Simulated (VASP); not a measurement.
Here is a VASP 6.6.1 calculation.

File INCAR:

```
SYSTEM = Si2W
  PREC = Accurate
  ENCUT = 520
  EDIFF = 1E-6
  ISMEAR = 0
  SIGMA = 0.03
  LREAL = .FALSE.
  LASPH = .TRUE.
  NELM = 60
  ALGO = Normal
  ISIF = 2
  LWAVE = .FALSE.
  LCHARG = .TRUE.
  GGA = PE
  LELF = .TRUE.
  LVHAR = .TRUE.
  NBANDS = 43
```

File KPOINTS:

```
Automatic mesh
0
G
  9 9 6
  0 0 0
```

File POSCAR:

```
Si2W
1.0
    4.5428566490      0.0000000000      0.0000000000
   -2.2714283245      3.9342292638      0.0000000000
    0.0000000000      0.0000000000      6.8578963974
Si W
6 3
Direct
    0.8300872726      0.6601745453      0.5000000000
    0.1699127274      0.8300872726      0.8333333333
    0.6601745453      0.8300872726      0.1666666667
    0.1699127274      0.3398254547      0.5000000000
    0.8300872726      0.1699127274      0.8333333333
    0.3398254547      0.1699127274      0.1666666667
    0.0000000000      0.5000000000      0.1666666667
    0.5000000000      0.5000000000      0.8333333333
    0.5000000000      0.0000000000      0.5000000000
```

Potentials or basis: VASP PAW PBE potentials, release 64 (Si, W_sv).

The run is started by

```bash
$ cat potpaw_PBE.64/Si/POTCAR potpaw_PBE.64/W_sv/POTCAR > POTCAR
$ mpirun -np 1 vasp_std > vasp.out
```

Problem. Estimate the band gap on the k mesh.

Solution. 0.35 eV (least direct gap 0.83 eV).

Problem. What does it give for the pressure?

Solution. 0.7 GPa.

Problem. What does it give for the largest force?

Solution. 0.810 eV/Å.

Stress tensor (GPa, compression positive):
```
 4.34  0.00  0.00
 0.00  4.34  0.00
 0.00  0.00 -6.72
```

Caveat: spin-orbit coupling is left out, which moves the levels of the heavy elements; an odd mesh through Γ misses points on the zone boundary, where band edges can lie.
